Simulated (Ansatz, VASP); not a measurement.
**FeCo3Ge4 in VASP and in Ansatz**

```
Fe Co Ge
1.0
     3.28723    1.89788    2.67944
    -3.28723    1.89788    2.67944
     0.00000   -3.79576    2.67944
Fe Co Ge
1 3 4
Direct
  0.86523 0.86523 0.86523
  0.13559 0.63138 0.36523
  0.36523 0.13559 0.63138
  0.63138 0.36523 0.13559
  0.83883 0.34015 0.66348
  0.66348 0.83883 0.34015
  0.34015 0.66348 0.83883
  0.16011 0.16011 0.16011
```

Alike in both runs: functional PBE; k mesh 4 × 4 × 4; occupations gaussian, width 0.1 eV; collinear spin.

Ansatz relaxed the structure, and its values are those at the end. VASP's run is a single point on that final structure, the one shown.

|  | VASP | Ansatz |
| --- | --- | --- |
| version | VASP 6.6.1 | Ansatz 0.2.0 |
| potentials or method | VASP PAW PBE potentials, release 64 (Fe, Co, Ge_d), cutoff 520 eV | scalar-relativistic, plane waves, PAW |
| valence electrons in the cell | 91 | 123 |

```csv
,VASP,Ansatz,Ansatz less VASP
gap on the k mesh at the Fermi level (eV),none,none,-
pressure (GPa),0.2,0.0,-0.15
rms of the force components (eV/Å),0.007,0.002,-0.0051
net moment per atom (μB),0.15,0.15,+0.001
size of the moment on the site where the two differ most (μB),0.91,0.89,-0.017
```

Site moments also hang on the region over which each program counts them. A gap of «none» marks a metal or a gap that the smearing closes. VASP's potentials hold 91 valence electrons a cell and Ansatz's 123, so a difference there can come from the potentials and not from the codes. Ansatz's warnings: seeded moment not kept.
